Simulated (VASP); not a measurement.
# Ag (Im-3m) in VASP: further runs, part 2 of 2

VASP 6.6.1. Earlier steps stand in the parts before.

### 3 Single point, r2SCAN

File POSCAR:

```
Ag
1.0
   -1.6556540000      1.6556540000      1.6556540000
    1.6556540000     -1.6556540000      1.6556540000
    1.6556540000      1.6556540000     -1.6556540000
Ag
1
Direct
    0.0000000000      0.0000000000      0.0000000000
```

File INCAR.step1:

```
  ALGO = Normal
  EDIFF = 1E-4
  ENCUT = 520
  GGA = PE
  ISMEAR = -1
  LASPH = True
  LCHARG = False
  LREAL = False
  LWAVE = True
  NBANDS = 12
  NELM = 60
  PREC = Accurate
  SIGMA = 0.05
```

File INCAR.step2:

```
  ALGO = Normal
  EDIFF = 1E-6
  ENCUT = 520
  ISIF = 2
  ISMEAR = -1
  ISTART = 1
  LASPH = True
  LCHARG = False
  LMIXTAU = True
  LREAL = False
  LWAVE = False
  METAGGA = R2SCAN
  NBANDS = 12
  NELM = 60
  PREC = Accurate
  SIGMA = 0.05
```

File KPOINTS:

```
k-points
0
Gamma
  6 6 6
```

Potentials or basis: VASP PAW PBE potentials, release 64 (Ag).

Launch:

```sh
> cat potpaw_PBE.64/Ag/POTCAR > POTCAR
> cp INCAR.step1 INCAR
> mpirun -np 1 vasp_std > vasp.out
> cp INCAR.step2 INCAR
> mpirun -np 1 vasp_std > vasp.out
```

OUTCAR:

```text
EDIFF = 1E-6
   ENCUT = 520
   ISIF = 2
   ISMEAR = -1
   ISTART = 1
   LASPH = True
   LREAL = False
   METAGGA = R2SCAN
   NELM = 60
   PREC = Accurate

 ion  position               nearest neighbor table
   1  0.000  0.000  0.000-

  LATTYP: Found a body centered cubic cell.
 ALAT       =     3.3113080000

  Lattice vectors:

 A1 = (  -1.6556540000,   1.6556540000,   1.6556540000)
[... 408 lines left out ...]
      9      20.0163      0.00000
     10      20.9591      0.00000
     11      20.9591      0.00000
     12      35.1961      0.00000

------------------------ aborting loop because EDIFF is reached ----------------------------------------

  FORCE on cell =-STRESS in cart. coord.  units (eV):
  Direction    XX          YY          ZZ          XY          YZ          ZX
  --------------------------------------------------------------------------------------
  -------------------------------------------------------------------------------------
  Total       -0.3540012     -0.3540012     -0.3540012     -0.0000000      0.0000000      0.0000000
  in kB      -31.2425547    -31.2425547    -31.2425547     -0.0000000      0.0000000      0.0000000
  external PRESSURE =     -31.2425547 kB  Pullay stress =       0.0000000 kB

 VOLUME and BASIS-vectors are now :
 -----------------------------------------------------------------------------
  energy-cutoff  :      520.00
  volume of cell :       18.15
      direct lattice vectors                 reciprocal lattice vectors
    -1.655654000  1.655654000  1.655654000     0.000000000  0.301995465  0.301995465
     1.655654000 -1.655654000  1.655654000     0.301995465  0.000000000  0.301995465
     1.655654000  1.655654000 -1.655654000     0.301995465  0.301995465  0.000000000

 POSITION                                       TOTAL-FORCE (eV/Angst)
 -----------------------------------------------------------------------------------
      0.00000      0.00000      0.00000        -0.000000     -0.000000     -0.000000
 -----------------------------------------------------------------------------------
    total drift:                                0.000000      0.000000     -0.000000

  FREE ENERGIE OF THE ION-ELECTRON SYSTEM (eV)
  ---------------------------------------------------
  free  energy   TOTEN  =       -21.2253380170 eV

  energy  without entropy=      -21.2089012847  energy(sigma->0) =      -21.21711965
```

OUTCAR.step1:

```text
EDIFF = 1E-4
   ENCUT = 520
   GGA = PE
   ISMEAR = -1
   LASPH = True
[... 444 lines left out ...]

 POSITION                                       TOTAL-FORCE (eV/Angst)
 -----------------------------------------------------------------------------------
      0.00000      0.00000      0.00000         0.000000      0.000000      0.000000
 -----------------------------------------------------------------------------------
    total drift:                               -0.000000      0.000000      0.000000

  FREE ENERGIE OF THE ION-ELECTRON SYSTEM (eV)
  ---------------------------------------------------
  free  energy   TOTEN  =        -2.5995675583 eV

  energy  without entropy=       -2.5842001324  energy(sigma->0) =       -2.59188385
```

OSZICAR.step1:

```text
N       E                     dE             d eps       ncg     rms          rms(c)
DAV:   1     0.557966606386E+02    0.55797E+02   -0.56122E+03   384   0.841E+02
DAV:   2    -0.185541390471E+01   -0.57652E+02   -0.54338E+02   440   0.199E+02
DAV:   3    -0.284015079155E+01   -0.98474E+00   -0.98438E+00   452   0.275E+01
DAV:   4    -0.284322478336E+01   -0.30740E-02   -0.30739E-02   452   0.163E+00
DAV:   5    -0.284325045869E+01   -0.25675E-04   -0.25674E-04   444   0.136E-01    0.452E+00
DAV:   6    -0.260790430939E+01    0.23535E+00   -0.97715E-01   424   0.867E+00    0.304E+00
DAV:   7    -0.260197835423E+01    0.59260E-02   -0.64921E-03   428   0.771E-01    0.176E+00
DAV:   8    -0.259956044709E+01    0.24179E-02   -0.72001E-04   428   0.217E-01    0.790E-02
DAV:   9    -0.259956755828E+01   -0.71112E-05   -0.70655E-06   240   0.212E-02
   1 F= -.25995676E+01 E0= -.25918838E+01  d E =-.153674E-01
```

Wall time 21 s (1 thread of Intel Xeon 6975P-C, shared host); peak memory 0.14 GiB.

Results:

```
Free energy : -21.2253 eV
Pressure    : -3.1 GPa
```

Caveat: the k points lie up to 0.45 Å⁻¹ apart; the PAW data sets were made with another functional, which shifts forces and pressure a little.

### 4 Single point, PBEsol

This run uses another cell than the first one, of 14.84 Å³/atom, 0.818 times its volume.

File INCAR:

```
PREC = Accurate ; ENCUT = 520
EDIFF = 1E-6 ; ISMEAR = -1
SIGMA = 0.05 ; LREAL = False
LASPH = True ; NELM = 60
ALGO = Normal ; ISIF = 2
LWAVE = False ; LCHARG = False
GGA = PS ; NBANDS = 12
```

File KPOINTS:

```
Automatic mesh
0
Gamma
  11 11 11
```

File POSCAR:

```
Ag
1.0
   -1.5482444486      1.5482444486      1.5482444486
    1.5482444486     -1.5482444486      1.5482444486
    1.5482444486      1.5482444486     -1.5482444486
Ag
1
Direct
    0.0000000000      0.0000000000      0.0000000000
```

Potentials or basis: VASP PAW PBE potentials, release 64 (Ag).

Launch:

```sh
> cat potpaw_PBE.64/Ag/POTCAR > POTCAR
> mpirun -np 1 vasp_std > vasp.out
```

OUTCAR:

```text
PREC = Accurate
   ENCUT = 520
   EDIFF = 1E-6
   ISMEAR = -1
   LREAL = False
   LASPH = True
   NELM = 60
   ISIF = 2
   GGA = PS

 ion  position               nearest neighbor table
   1  0.000  0.000  0.000-

  LATTYP: Found a body centered cubic cell.
 ALAT       =     3.0964888972

  Lattice vectors:

 A1 = (  -1.5482444486,   1.5482444486,   1.5482444486)
 A2 = (   1.5482444486,  -1.5482444486,   1.5482444486)
[... 527 lines left out ...]
      1       3.6614      2.00000
      2       4.0311      2.00000
      3       5.6297      2.00000
      4       6.6088      2.00000
      5       6.7643      2.00000
      6      13.3421      0.00000
      7      15.5889      0.00000
      8      20.0655      0.00000
      9      22.7228      0.00000
     10      34.1771      0.00000
     11      36.6772      0.00000
     12      39.1153      0.00000

 [... further k-points ...]
[... 5 lines left out ...]
  --------------------------------------------------------------------------------------
  -------------------------------------------------------------------------------------
  Total        1.8105093      1.8105093      1.8105093      0.0000000      0.0000000     -0.0000000
  in kB      195.4036854    195.4036854    195.4036854      0.0000000      0.0000000     -0.0000000
  external PRESSURE =     195.4036854 kB  Pullay stress =       0.0000000 kB

 VOLUME and BASIS-vectors are now :
 -----------------------------------------------------------------------------
  energy-cutoff  :      520.00
  volume of cell :       14.84
      direct lattice vectors                 reciprocal lattice vectors
    -1.548244449  1.548244449  1.548244449     0.000000000  0.322946419  0.322946419
     1.548244449 -1.548244449  1.548244449     0.322946419  0.000000000  0.322946419
     1.548244449  1.548244449 -1.548244449     0.322946419  0.322946419  0.000000000

 POSITION                                       TOTAL-FORCE (eV/Angst)
 -----------------------------------------------------------------------------------
      0.00000      0.00000      0.00000         0.000000      0.000000      0.000000
 -----------------------------------------------------------------------------------
    total drift:                                0.000000      0.000000      0.000000

  FREE ENERGIE OF THE ION-ELECTRON SYSTEM (eV)
  ---------------------------------------------------
  free  energy   TOTEN  =        -3.1778658671 eV

  energy  without entropy=       -3.1732651171  energy(sigma->0) =       -3.17556549
```

OSZICAR:

```text
N       E                     dE             d eps       ncg     rms          rms(c)
DAV:   1     0.524327135457E+02    0.52433E+02   -0.56296E+03  1360   0.852E+02
DAV:   2    -0.277825442031E+01   -0.55211E+02   -0.52635E+02  1564   0.202E+02
DAV:   3    -0.356200779844E+01   -0.78375E+00   -0.78343E+00  1572   0.249E+01
DAV:   4    -0.356424396206E+01   -0.22362E-02   -0.22361E-02  1552   0.139E+00
DAV:   5    -0.356425853600E+01   -0.14574E-04   -0.14575E-04  1568   0.987E-02    0.802E+00
DAV:   6    -0.320244898271E+01    0.36181E+00   -0.12598E+00  1544   0.102E+01    0.461E+00
DAV:   7    -0.318342816900E+01    0.19021E-01   -0.26592E-02  1556   0.148E+00    0.242E+00
DAV:   8    -0.317785829766E+01    0.55699E-02   -0.11003E-03  1528   0.292E-01    0.166E-01
DAV:   9    -0.317786312095E+01   -0.48233E-05   -0.81060E-06  1472   0.246E-02    0.160E-02
DAV:  10    -0.317786610383E+01   -0.29829E-05   -0.23484E-06  1568   0.113E-02    0.696E-03
DAV:  11    -0.317786586708E+01    0.23675E-06   -0.86839E-08   792   0.257E-03
   1 F= -.31778659E+01 E0= -.31755655E+01  d E =-.460075E-02
```

stdout:

```text
POSCAR found type information on POSCAR Ag
 POSCAR found :  1 types and       1 ions
 scaLAPACK will be used
 -----------------------------------------------------------------------------
|                                                                             |
|                                                                             |
|     You enforced a specific xc type in the INCAR file but a different       |
|     I HOPE YOU KNOW WHAT YOU ARE DOING!                                     |
|                                                                             |
 -----------------------------------------------------------------------------

 LDA part: xc-table for (Slater+PW92), standard interpolation
 POSCAR, INCAR and KPOINTS ok, starting setup
 FFT: planning ... GRIDC
 FFT: planning ... GRID_SOFT
 FFT: planning ... GRID
 WAVECAR not read
 entering main loop
```

Run time: 11 s. Hardware: 1 thread of Intel Xeon 6975P-C, shared host; peak memory 0.13 GiB.

Results:

```yaml
Free_energy: -3.1779 eV
Pressure: 19.5 GPa
```

Caveat: the PAW data sets were made with another functional, which shifts forces and pressure a little.

### 5 Overview

| level | cell | k mesh | gap on the mesh (eV) | pressure (GPa) |
| --- | --- | --- | --- | --- |
| PBEsol | a = 2.868 Å, angles 109.5°, 1 atom | 6 × 6 × 6 | none | -7.2 |
| r2SCAN | a = 2.868 Å, angles 109.5°, 1 atom | 6 × 6 × 6 | none | -3.1 |
| PBEsol | a = 2.682 Å, angles 109.5°, 1 atom | 11 × 11 × 11 | none | 19.5 |

Alike in all rows: task single point; potentials or basis VASP PAW PBE potentials, release 64 (Ag); no spin polarisation; cutoff (eV) 520; smearing fermi-dirac 0.05 eV.

Caveats: some runs use coarse meshes; the PAW data sets were made with another functional, which shifts forces and pressure a little.

Absolute energies hang on the potentials; compare differences alone.
